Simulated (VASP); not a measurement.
## SrO: single point with PBE

SrO:

```
Sr O
1.0
     0.00000    2.56630    2.56630
     2.56630    0.00000    2.56630
     2.56630    2.56630    0.00000
Sr O
1 1
Direct
  0.50000 0.50000 0.50000
  0.98052 0.98052 0.01948
```

```yaml
Program: VASP 6.6.1
Task: single point
Functional: PBE
Potentials_or_basis: VASP PAW PBE potentials, release 64 (Sr_sv, O)
Cutoff: 520 eV
k_mesh: 6 × 6 × 6
Occupations: gaussian, width 0.01 eV
Spin: no spin polarisation
Dipole_correction: no
Further_INCAR_settings: ALGO = Normal; EDIFF = 1e-06; NBANDS = 15
```

```json
{"Pressure": "4.2 GPa", "Largest force": "0.255 eV/Å", "Band gap on the k mesh": "3.29 eV, indirect (least direct gap 3.35 eV)"}
```

Forces on the atoms (eV/Å):
```
Sr   0.000  0.000 -0.255
O    0.000  0.000  0.255
```

Stress tensor (GPa, compression positive):
```
3.80 0.00 0.00
0.00 3.80 0.00
0.00 0.00 5.00
```

Levels at points of the mesh, in eV from the valence-band top:
| k point | band 6 | band 7 | band 8 | band 9 | band 10 | band 11 |
| --- | --- | --- | --- | --- | --- | --- |
| (0.00, 0.00, 0.00) | -0.01 | -0.01 | 0.00 | 4.04 | 6.25 | 6.29 |
| (0.50, 0.00, 0.00) | -2.16 | -1.13 | -1.12 | 6.59 | 8.42 | 8.91 |
| (0.50, 0.50, 0.00) | -0.38 | -0.07 | -0.07 | 3.29 | 7.83 | 10.24 |
| (0.00, 0.50, 0.50) | -0.41 | -0.13 | -0.06 | 3.37 | 7.84 | 10.25 |

Run time: 8.7 s on 1 thread of Intel Xeon 6975P-C, on a shared host, peak memory 0.17 GiB.

A k mesh can miss the band edges. PBE gaps usually lie below the measured ones, often by a third to a half.
